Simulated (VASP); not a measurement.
# MgZn2Te3 (P6_3mc) in VASP: a series of runs

Runs on MgZn2Te3. Level: PBE. Tasks: single point.

Program: VASP 6.6.1. These are calculated values, not measurements. Logs are shortened: lines on timing, memory, paths and dates and some standing lists are left out, and cuts for length are marked.

### 1 The cell of the first run

Symmetry: P6_3mc, No. 186, hexagonal system. Conventional cell: a = 4.433 Å, b = 4.433 Å, c = 21.977 Å, α = 90.00°, β = 90.00°, γ = 120.00°. Within 3.6 Å of Mg (site symmetry 3m) lie 4 Te at 2.77 to 2.83 Å. Zn (site symmetry 3m) has 4 Te at 2.68 to 2.70 Å within 3.5 Å. Zn (site symmetry 3m) has 4 Te at 2.68 to 2.71 Å within 3.5 Å. Te (site symmetry 3m) has 3 Zn at 2.71 Å and 1 Mg at 2.83 Å within 3.6 Å. Te (site symmetry 3m) has 1 Zn at 2.68 Å and 3 Mg at 2.77 Å within 3.5 Å. Te (site symmetry 3m) has 4 Zn at 2.68 to 2.70 Å within 3.5 Å.

### 2 Single point, PBE

INCAR reads:

```
SYSTEM = MgZn2Te3
PREC = Accurate ; ENCUT = 520
EDIFF = 1E-7 ; ISMEAR = 0
SIGMA = 0.1 ; LREAL = .FALSE.
LASPH = .TRUE. ; NELM = 80
ALGO = Normal ; ISIF = 2
LWAVE = .FALSE. ; LCHARG = .FALSE.
GGA = PE ; NBANDS = 56
```

KPOINTS reads:

```
regular mesh
0
G
  6 6 1
  0 0 0
```

POSCAR reads:

```
MgZn2Te3
1.0
    4.4330759000      0.0000000000      0.0000000000
   -2.2165380000      3.8391564000      0.0000000000
    0.0000000000      0.0000000000     21.9772526000
Mg Zn Te
2 4 6
Direct
    0.3333333000      0.6666667000      0.0023200000
    0.6666667000      0.3333333000      0.5023200000
    0.3333333000      0.6666667000      0.3326630000
    0.3333333000      0.6666667000      0.6711030000
    0.6666667000      0.3333333000      0.1711030000
    0.6666667000      0.3333333000      0.8326630000
    0.3333333000      0.6666667000      0.1310580000
    0.3333333000      0.6666667000      0.4546270000
    0.3333333000      0.6666667000      0.7932300000
    0.6666667000      0.3333333000      0.2932300000
    0.6666667000      0.3333333000      0.6310580000
    0.6666667000      0.3333333000      0.9546270000
```

Potentials or basis: VASP PAW PBE potentials, release 64 (Mg, Zn, Te).

On the command line:

```
cat potpaw_PBE.64/Mg/POTCAR potpaw_PBE.64/Zn/POTCAR potpaw_PBE.64/Te/POTCAR > POTCAR
mpirun -np 1 vasp_std > vasp.out
```

OUTCAR:

```text
SYSTEM = MgZn2Te3
   PREC = Accurate
   ENCUT = 520
   EDIFF = 1E-7
   ISMEAR = 0
   LREAL = .FALSE.
   LASPH = .TRUE.
   NELM = 80
   ISIF = 2
   GGA = PE

 ion  position               nearest neighbor table
   1  0.333  0.667  0.002-  12 2.77  12 2.77  12 2.77   7 2.83
   2  0.667  0.333  0.502-   8 2.77   8 2.77   8 2.77  11 2.83
   3  0.333  0.667  0.333-   8 2.68  10 2.70  10 2.70  10 2.70
   4  0.333  0.667  0.671-   9 2.68  11 2.71  11 2.71  11 2.71
   5  0.667  0.333  0.171-  10 2.68   7 2.71   7 2.71   7 2.71
   6  0.667  0.333  0.833-  12 2.68   9 2.70   9 2.70   9 2.70
   7  0.333  0.667  0.131-   5 2.71   5 2.71   5 2.71   1 2.83
   8  0.333  0.667  0.455-   3 2.68   2 2.77   2 2.77   2 2.77
   9  0.333  0.667  0.793-   4 2.68   6 2.70   6 2.70   6 2.70
  10  0.667  0.333  0.293-   5 2.68   3 2.70   3 2.70   3 2.70
  11  0.667  0.333  0.631-   4 2.71   4 2.71   4 2.71   2 2.83
  12  0.667  0.333  0.955-   6 2.68   1 2.77   1 2.77   1 2.77

  LATTYP: Found a hexagonal cell.
 ALAT       =     4.4330759000
 C/A-ratio  =     4.9575628967

  Lattice vectors:

 A1 = (   4.4330759000,   0.0000000000,   0.0000000000)
 A2 = (  -2.2165380000,   3.8391564000,   0.0000000000)
 A3 = (   0.0000000000,   0.0000000000,  21.9772526000)

Analysis of symmetry for initial positions (statically):
=====================================================================
 Subroutine PRICEL returns:
 Original cell was already a primitive cell.

 Routine SETGRP: Setting up the symmetry group for a
 hexagonal supercell.

 Subroutine GETGRP returns: Found 12 space group operations
 (whereof  6 operations were pure point group operations)
 out of a pool of 24 trial point group operations.

The static configuration has the point symmetry C_3v.
 The point group associated with its full space group is C_6v.

Analysis of symmetry for dynamics (positions and initial velocities):
=====================================================================
 Subroutine PRICEL returns:
 Original cell was already a primitive cell.

 Routine SETGRP: Setting up the symmetry group for a
 hexagonal supercell.

 Subroutine GETGRP returns: Found 12 space group operations
 (whereof  6 operations were pure point group operations)
 out of a pool of 24 trial point group operations.

The dynamic configuration has the point symmetry C_3v.
 The point group associated with its full space group is C_6v.

 Subroutine INISYM returns: Found 12 space group operations
 (whereof  6 operations are pure point group operations),
 and found     1 'primitive' translations

----------------------------------------------------------------------------------------

                                     Primitive cell

  volume of cell :     374.0368

  direct lattice vectors                    reciprocal lattice vectors
     4.433075900  0.000000000  0.000000000     0.225577009  0.130236948  0.000000000
    -2.216538000  3.839156400  0.000000000     0.000000000  0.260473890  0.000000000
     0.000000000  0.000000000 21.977252600     0.000000000  0.000000000  0.045501593

  length of vectors
     4.433075900  4.433075972 21.977252600     0.260473894  0.260473890  0.045501593

  position of ions in fractional coordinates (direct lattice)
     0.333333300  0.666666700  0.002320000
     0.666666700  0.333333300  0.502320000
     0.333333300  0.666666700  0.332663000
     0.333333300  0.666666700  0.671103000
     0.666666700  0.333333300  0.171103000
     0.666666700  0.333333300  0.832663000
     0.333333300  0.666666700  0.131058000
     0.333333300  0.666666700  0.454627000
     0.333333300  0.666666700  0.793230000
     0.666666700  0.333333300  0.293230000
     0.666666700  0.333333300  0.631058000
     0.666666700  0.333333300  0.954627000

  ion indices of the primitive-cell ions
   primitive index   ion index
                 1           1
                 2           2
                 3           3
                 4           4
                 5           5
                 6           6
                 7           7
                 8           8
                 9           9
                10          10
                11          11
                12          12

----------------------------------------------------------------------------------------

 KPOINTS: regular mesh

Automatic generation of k-mesh.
 Grid dimensions read from file:
 generate k-points for:    6    6    1

 Generating k-lattice:

  Cartesian coordinates                     Fractional coordinates (reciprocal lattice)
     0.037596168  0.021706158  0.000000000     0.166666667  0.000000000  0.000000000
     0.000000000  0.043412315  0.000000000     0.000000000  0.166666667  0.000000000
     0.000000000  0.000000000  0.045501593     0.000000000  0.000000000  1.000000000

  Length of vectors
     0.043412316  0.043412315  0.045501593

  Shift w.r.t. Gamma in fractional coordinates (k-lattice)
     0.000000000  0.000000000  0.000000000

 Subroutine IBZKPT returns following result:
 ===========================================

 Found      7 irreducible k-points:

 Following reciprocal coordinates:
            Coordinates               Weight
  0.000000  0.000000  0.000000      1.000000
  0.166667  0.000000  0.000000      6.000000
  0.333333 -0.000000  0.000000      6.000000
  0.500000 -0.000000  0.000000      3.000000
  0.166667  0.166667  0.000000      6.000000
  0.333333  0.166667  0.000000     12.000000
  0.333333  0.333333  0.000000      2.000000
   k-points           NKPTS =      7   k-points in BZ     NKDIM =      7   number of bands    NBANDS=     56
   number of dos      NEDOS =    301   number of ions     NIONS =     12
   total plane-waves  NPLWV = 217728
   dimension x,y,z NGX =    36 NGY =   36 NGZ =  168
   dimension x,y,z NGXF=    72 NGYF=   72 NGZF=  336
   ions per type =               2   4   6
   NGX,Y,Z   is equivalent  to a cutoff of  13.50, 13.50, 12.71 a.u.
   NGXF,Y,Z  is equivalent  to a cutoff of  27.00, 27.00, 25.42 a.u.
 SYSTEM =  MgZn2Te3
   PREC   = accura    normal or accurate (medium, high low for compatibility)
   ISTART =      0    job   : 0-new  1-cont  2-samecut
   ICHARG =      2    charge: 1-file 2-atom 10-const
   ISPIN  =      1    spin polarized calculation?
   LNONCOLLINEAR =      F non collinear calculations
   LSORBIT =      F    spin-orbit coupling
   LASPH  =      T    aspherical Exc in radial PAW
   ENCUT  =  520.0 eV  38.22 Ry    6.18 a.u.   8.24  8.24 40.86*2*pi/ulx,y,z
   NELM   =     80;   NELMIN=  2; NELMDL= -5     # of ELM steps
   EDIFF  = 0.1E-06   stopping-criterion for ELM
   LREAL  =      F    real-space projection
   EDIFFG = 0.1E-05   stopping-criterion for IOM
   NSW    =      0    number of steps for IOM
   IBRION =     -1    ionic relax: 0-MD 1-quasi-New 2-CG
   NFREE  =      0    steps in history (QN), initial steepest desc. (CG)
   ISIF   =      2    stress and relaxation
   ISYM   =      2    0-nonsym 1-usesym 2-fastsym
   POTIM  = 0.5000    time-step for ionic-motion
   TEBEG  =    0.0;   TEEND  =   0.0 temperature during run
   PSTRESS=    0.0 pullay stress
   NELECT =      88.0000    total number of electrons
   NUPDOWN=      -1.0000    fix difference up-down
   EMIN   =  10.00;   EMAX   =-10.00  energy-range for DOS
   EFERMI =   0.00;   METHOD = LEGACY
   ISMEAR =     0;   SIGMA  =   0.10  broadening in eV -4-tet -1-fermi 0-gaus
   EFERMI_NEDOS =   21; number of points for ismear=-14 and -15
   IALGO  =     38    algorithm
   IMIX   =      4    mixing-type and parameters
     AMIX     =   0.40;   BMIX     =  1.00
     AMIX_MAG =   1.60;   BMIX_MAG =  1.00
  volume/ion in A,a.u.               =      31.17       210.34
  Fermi-wavevector in a.u.,A,eV,Ry     =   1.010643  1.909838 13.896970  1.021398
  Thomas-Fermi vector in A             =   2.143644
   LORBIT       =      0    0 simple, 1 ext, 2 COOP (PROOUT), +10 PAW based schemes
   GGA     = PE    functional components
   LHFCALC =     F    Hartree Fock is set to
   AEXX    =    0.0000 exact exchange contribution
   IVDW    =     0    specifies the selected vdW correction
   LEPSILON=     F    determine dielectric tensor
   LRPA    =     F    only Hartree local field effects (RPA)
 non-spin polarized calculation
 Gauss-broadening in eV      SIGMA  =   0.10
  energy-cutoff  :      520.00
  volume of cell :      374.04
 maximum number of plane-waves:     10119
 NGX is ok and might be reduce to    36
   NGX = 17   NGY = 17   NGZ = 81

 number of electron      87.9999965 magnetization

 Free energy of the ion-electron system (eV)
  ---------------------------------------------------
  ext. energy  EPLUGINS =         0.00000000
  ---------------------------------------------------
  free energy    TOTEN  =       -33.32142329 eV

  energy without entropy =      -33.32142329  energy(sigma->0) =      -33.32142329

 E-fermi :   2.9291     XC(G=0):  -8.4017

 val. band max:        2.4801559394   @ k =   0.0000   0.0000   0.0000
 cond. band min:       3.7120309467   @ k =   0.0000   0.0000   0.0000
 fundamental gap:      1.2318750073
 Fermi energy:         2.9291420289

 k-point     1 :       0.0000    0.0000    0.0000
  band No.  band energies     occupation
      1      -8.6673      2.00000
      2      -8.6120      2.00000
      3      -8.3379      2.00000
      4      -8.1884      2.00000
      5      -7.9487      2.00000
      6      -7.8482      2.00000
[... 48 lines left out ...]
     55       7.1030      0.00000
     56       7.3219      0.00000

 k-point     2 :       0.1667    0.0000    0.0000
  band No.  band energies     occupation
      1      -8.5278      2.00000
      2      -8.4780      2.00000
      3      -8.2149      2.00000
      4      -8.0840      2.00000
      5      -7.8515      2.00000
      6      -7.7660      2.00000
[... 48 lines left out ...]
     55       7.4642      0.00000
     56       7.4929      0.00000

 k-point     3 :       0.3333   -0.0000    0.0000
  band No.  band energies     occupation
      1      -8.1964      2.00000
      2      -8.1654      2.00000
      3      -7.9397      2.00000
      4      -7.8689      2.00000
      5      -7.6463      2.00000
      6      -7.6064      2.00000
[... 48 lines left out ...]
     55       7.4029      0.00000
     56       7.7252      0.00000

 k-point     4 :       0.5000   -0.0000    0.0000
  band No.  band energies     occupation
      1      -7.9803      2.00000
      2      -7.9683      2.00000
      3      -7.7898      2.00000
      4      -7.7701      2.00000
      5      -7.5431      2.00000
      6      -7.5365      2.00000
[... 48 lines left out ...]
     55       6.8073      0.00000
     56       7.6611      0.00000

 k-point     5 :       0.1667    0.1667    0.0000
  band No.  band energies     occupation
      1      -8.2892      2.00000
      2      -8.2519      2.00000
      3      -8.0133      2.00000
      4      -7.9229      2.00000
      5      -7.6989      2.00000
      6      -7.6447      2.00000
[... 48 lines left out ...]
     55       7.4176      0.00000
     56       7.4336      0.00000

 k-point     6 :       0.3333    0.1667    0.0000
  band No.  band energies     occupation
      1      -7.9876      2.00000
      2      -7.9743      2.00000
      3      -7.7929      2.00000
      4      -7.7702      2.00000
      5      -7.5434      2.00000
      6      -7.5350      2.00000
[... 48 lines left out ...]
     55       7.3710      0.00000
     56       7.6462      0.00000

 k-point     7 :       0.3333    0.3333    0.0000
  band No.  band energies     occupation
      1      -7.8590      2.00000
      2      -7.8590      2.00000
      3      -7.7338      2.00000
      4      -7.7337      2.00000
      5      -7.4977      2.00000
      6      -7.4977      2.00000
[... 48 lines left out ...]
     55       8.3216      0.00000
     56       8.3216      0.00000

------------------------ aborting loop because EDIFF is reached ----------------------------------------

  FORCE on cell =-STRESS in cart. coord.  units (eV):
  Direction    XX          YY          ZZ          XY          YZ          ZX
  --------------------------------------------------------------------------------------
  -------------------------------------------------------------------------------------
  Total        0.0365041      0.0365041      0.0684120     -0.0000000     -0.0000000     -0.0000000
  in kB        0.1563642      0.1563642      0.2930412     -0.0000000     -0.0000000     -0.0000000
  external PRESSURE =       0.2019232 kB  Pullay stress =       0.0000000 kB

 VOLUME and BASIS-vectors are now :
 -----------------------------------------------------------------------------
  energy-cutoff  :      520.00
  volume of cell :      374.04
      direct lattice vectors                 reciprocal lattice vectors
     4.433075900  0.000000000  0.000000000     0.225577009  0.130236948  0.000000000
    -2.216538000  3.839156400  0.000000000     0.000000000  0.260473890  0.000000000
     0.000000000  0.000000000 21.977252600     0.000000000  0.000000000  0.045501593

 POSITION                                       TOTAL-FORCE (eV/Angst)
 -----------------------------------------------------------------------------------
     -0.00000      2.55944      0.05099         0.000000      0.000000      0.005860
      2.21654      1.27972     11.03961        -0.000000      0.000000      0.005860
     -0.00000      2.55944      7.31102         0.000000      0.000000     -0.000733
     -0.00000      2.55944     14.74900         0.000000     -0.000000     -0.001649
      2.21654      1.27972      3.76037        -0.000000      0.000000     -0.001649
      2.21654      1.27972     18.29965        -0.000000      0.000000     -0.000733
     -0.00000      2.55944      2.88029         0.000000     -0.000000     -0.017830
     -0.00000      2.55944      9.99145         0.000000      0.000000      0.011583
     -0.00000      2.55944     17.43302         0.000000     -0.000000      0.002770
      2.21654      1.27972      6.44439        -0.000000      0.000000      0.002770
      2.21654      1.27972     13.86892        -0.000000      0.000000     -0.017830
      2.21654      1.27972     20.98008        -0.000000      0.000000      0.011583
 -----------------------------------------------------------------------------------
    total drift:                               -0.000243      0.000141     -0.000788

  FREE ENERGIE OF THE ION-ELECTRON SYSTEM (eV)
  ---------------------------------------------------
  free  energy   TOTEN  =       -33.3214232907 eV

  energy  without entropy=      -33.3214232907  energy(sigma->0) =      -33.32142329
```

It used 650 s of CPU time on 1 thread of AMD EPYC 7R13 Processor (Zen 3), on a shared host.

Results:

```yaml
Free_energy: -33.3214 eV
Pressure: 0.0 GPa
Largest_force: 0.018 eV/Å
Band_gap_on_the_k_mesh: 1.23 eV, direct
```

Forces in eV/Å, atoms in the order of the input:
```
Mg   0.000  0.000  0.006
Mg   0.000  0.000  0.006
Zn   0.000  0.000 -0.001
Zn   0.000  0.000 -0.002
Zn   0.000  0.000 -0.002
Zn   0.000  0.000 -0.001
Te   0.000  0.000 -0.018
Te   0.000  0.000  0.012
Te   0.000  0.000  0.003
Te   0.000  0.000  0.003
Te   0.000  0.000 -0.018
Te   0.000  0.000  0.012
```

Levels at points of the mesh, in eV from the valence-band top:
```
           k point  band 41  band 42  band 43  band 44  band 45  band 46  band 47  band 48
(0.00, 0.00, 0.00)    -0.11    -0.11     0.00     0.00     1.23     1.65     1.75     2.09
(0.50, 0.00, 0.00)    -1.12    -1.09    -0.90    -0.71     2.01     2.19     2.35     2.62
```

Caveat: spin-orbit coupling is left out, which moves the levels of the heavy elements.

[end of part 1 of 2]
